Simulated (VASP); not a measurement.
**P: single point with PBE**

P:

```
P
1.0
     0.00000    2.02188    2.02188
     2.02188    0.00000    2.02188
     2.02188    2.02188    0.00000
P
2
Direct
  0.87500 0.87500 0.87500
  0.12500 0.12500 0.12500
```

This isn't the form of P at room conditions, which is orthorhombic.

- Program: VASP 6.6.1
- Task: single point
- Functional: PBE
- Potentials or basis: VASP PAW PBE potentials, release 64 (P)
- Cutoff: 520 eV
- k mesh: 12 × 12 × 12
- Occupations: fermi-dirac, width 0.1 eV
- Spin: no spin polarisation

```json
{"Pressure": "353.4 GPa", "Band gap on the k mesh": "zero (bands 5 and 6 overlap by 5.77 eV)"}
```

Levels at points of the mesh, in eV from the Fermi level:
| k point | band 1 | band 2 | band 3 | band 4 | band 5 | band 6 | band 7 | band 8 | band 9 | band 10 |
| --- | --- | --- | --- | --- | --- | --- | --- | --- | --- | --- |
| (0.00, 0.00, 0.00) | -23.94 | -4.07 | -4.07 | -4.07 | -0.26 | -0.26 | -0.26 | 6.16 | 6.16 | 9.77 |
| (0.50, 0.00, 0.00) | -19.00 | -16.32 | -5.97 | -5.97 | -0.13 | -0.13 | 0.86 | 7.60 | 11.29 | 11.29 |
| (0.50, 0.50, 0.00) | -16.09 | -16.09 | -9.28 | -9.28 | -4.21 | -4.21 | 12.14 | 12.14 | 14.93 | 14.93 |

Wall time 17 s on 1 thread of Intel Xeon 8259CL (shared host), peak memory 0.13 GiB.

Caveat: the cell stands under pressure.
